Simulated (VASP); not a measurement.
# Ta2SiOF2: relaxation of cell and atoms with PBE

The system is Ta2SiOF2.

```xyz
6
Lattice="3.4194 0.0000 0.0000 0.0000 3.4194 0.0000 0.0000 0.0000 5.8464" Properties=species:S:1:pos:R:3 pbc="T T T"
Ta    1.7097    0.0000    5.8116
Ta    0.0000    1.7097    5.8116
Si    0.0000    0.0000    1.0214
O     1.7097    1.7097    4.8680
F     0.0000    0.0000    3.6957
F     1.7097    1.7097    2.1692
```

The cell was generated, and may not be a known phase.

- Program: VASP 6.6.1
- Task: relaxation of cell and atoms
- Functional: PBE
- Potentials or basis: VASP PAW PBE potentials, release 64 (Ta_pv, Si, O, F)
- Cutoff: 600 eV
- k mesh: 6 × 6 × 4
- Occupations: gaussian, width 0.1 eV
- Spin: no spin polarisation
- Dipole correction: no
- Further INCAR settings: ALGO = Fast; EDIFF = 1e-06; IBRION = 2; EDIFFG = -0.04; NSW = 90; ISIF = 3

- Relaxed volume: 16.13 Å³/atom
- Relaxed cell: a = 4.033 Å, b = 4.033 Å, c = 5.950 Å, α = 90.00°, β = 90.00°, γ = 90.00°
- Space group after relaxing (to 0.1 Å): P4mm (No. 99)
- Pressure after relaxing: 0.0 GPa
- Largest force after relaxing: 0.024 eV/Å
- Band gap on the k mesh: zero (bands 23 and 24 overlap by 0.21 eV)

Forces on the atoms (eV/Å):
```
Ta   0.000  0.000  0.021
Ta   0.000  0.000  0.021
Si   0.000  0.000 -0.024
O    0.000  0.000 -0.005
F    0.000  0.000  0.005
F    0.000  0.000 -0.018
```

Final structure:
```
Ta Si O F
1.0
     4.03277    0.00000    0.00000
     0.00000    4.03277    0.00000
     0.00000    0.00000    5.95027
Ta Si O F
2 1 1 2
Direct
  0.50000 0.00000 0.00906
  0.00000 0.50000 0.00906
  0.00000 0.00000 0.27082
  0.50000 0.50000 0.87709
  0.00000 0.00000 0.55142
  0.50000 0.50000 0.28115
```

Levels at points of the mesh, in eV from the Fermi level:
```tsv
k point	band 21	band 22	band 23	band 24	band 25	band 26
(0.00, 0.00, 0.00)	-1.88	-0.80	-0.80	0.84	1.81	3.66
(0.50, 0.00, 0.00)	-1.73	-0.72	-0.07	0.03	0.64	1.07
(0.50, 0.50, 0.00)	-1.81	-0.47	0.00	0.00	0.71	2.79
(0.00, 0.00, 0.50)	-2.23	-0.72	-0.72	1.00	1.35	3.67
(0.50, 0.00, 0.50)	-1.68	-1.17	0.09	0.32	0.64	1.09
(0.50, 0.50, 0.50)	-1.83	-0.24	-0.12	-0.12	0.72	2.78
```

Run time: 51 min on 1 thread of Oxide Virtual Turin-like Processor, with other jobs on the host, peak memory 0.22 GiB.

Caveat: the volume moved by over 15 % at a fixed basis, so the end points are rough; spin-orbit coupling is left out, which moves the levels of the heavy elements.
